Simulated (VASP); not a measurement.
Set up this calculation in VASP 6.6.1, as the native input.

```yaml
Task: electric field gradients
Functional: PBE
Potentials_or_basis: VASP PAW PBE potentials, release 64 (Zn, S)
Cutoff: 520 eV
k_mesh: 8 × 8 × 5
Occupations: fermi-dirac, width 0.03 eV
Spin: no spin polarisation
Dipole_correction: no
Further_INCAR_settings: ALGO = Normal; EDIFF = 1e-08; NBANDS = 26
```

The structure of ZnS lies in POSCAR:

```
ZnS
1.0
    3.8109987816      0.0381099878      0.0381099878
   -1.8724951732      3.2813667647      0.0139492237
    0.0623400000      0.0623400000      6.2340000000
Zn S
2 2
Direct
    0.3333333333      0.6666666667      0.0000000000
    0.6666666667      0.3333333333      0.5000000000
    0.3333333333      0.6666666667      0.3850000000
    0.6666666667      0.3333333333      0.8850000000
```

This cell differs from its parent crystal: equal xy, yz and zx shear strains of +2 %.

One way to write it, as run:

INCAR

```
ALGO = Normal
EDIFF = 1E-8
ENCUT = 520
GGA = PE
ISIF = 2
ISMEAR = -1
LASPH = T
LCHARG = F
LEFG = T
LREAL = F
LWAVE = F
NBANDS = 26
NELM = 100
PREC = Accurate
SIGMA = 0.03
```

KPOINTS

```
k-points
0
Gamma
  8 8 5
```

Potentials or basis: VASP PAW PBE potentials, release 64 (Zn, S).

Command:

```sh
$ cat potpaw_PBE.64/Zn/POTCAR potpaw_PBE.64/S/POTCAR > POTCAR
$ mpirun -np 1 vasp_std > vasp.out
```

It gave:

| Item | Value |
| --- | --- |
| Pressure | 2.6 GPa |
| Largest force | 0.401 eV/Å |
| Band gap on the k mesh | 2.21 eV, direct |

Caveat: the cell differs from its parent crystal (equal xy, yz and zx shear strains of +2 %); without QUAD_EFG the Cq values of the log hold for a quadrupole moment of 1 mb, not for the nuclei.

It took 6.7 min on 1 thread of Oxide Virtual Turin-like Processor, with other jobs on the host, peak memory 0.35 GiB.
